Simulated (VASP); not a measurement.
A run of VASP 6.6.1 is set up as follows.

The input INCAR:

```
SYSTEM = Te
PREC = Accurate
ENCUT = 520
EDIFF = 1E-6
ISMEAR = 0
SIGMA = 0.1
LREAL = .False.
LASPH = .True.
NELM = 100
ALGO = Normal
ISIF = 2
LWAVE = .False.
LCHARG = .False.
GGA = PE
NBANDS = 27
```

File KPOINTS:

```
Automatic mesh
0
Gamma
  3 3 4
  0 0 0
```

POSCAR

```
Te
1.0
    6.6093671268      0.0000000000      0.0000000000
   -3.3046835634      5.7238798347      0.0000000000
    0.0000000000      0.0000000000      7.2558641993
Te
6
Direct
    0.0000000000      0.2953418281      0.6666666667
    0.0000000000      0.7046581719      0.6666666667
    0.2953418281      0.0000000000      0.0000000000
    0.2953418281      0.2953418281      0.3333333333
    0.7046581719      0.0000000000      0.0000000000
    0.7046581719      0.7046581719      0.3333333333
```

Potentials or basis: VASP PAW PBE potentials, release 64 (Te).

Run with:

```sh
$ cat potpaw_PBE.64/Te/POTCAR > POTCAR
$ mpirun -np 1 vasp_std > vasp.out
```

**Question.** Estimate the pressure.

**Answer.** 0.0 GPa.

**Question.** What does it give for the band gap on the k mesh?

**Answer.** Zero (band 18 reaches 2.87 eV, above the bottom of band 19 at 2.62 eV).

Forces in eV/Å, atoms in the order of the input:
```
Te   0.018 -0.032  0.000
Te  -0.018  0.032  0.000
Te  -0.036  0.000  0.000
Te  -0.018 -0.032  0.000
Te   0.036  0.000  0.000
Te   0.018  0.032  0.000
```

Caveat: the k points lie up to 0.37 Å⁻¹ apart; spin-orbit coupling is left out, which moves the levels of the heavy elements.
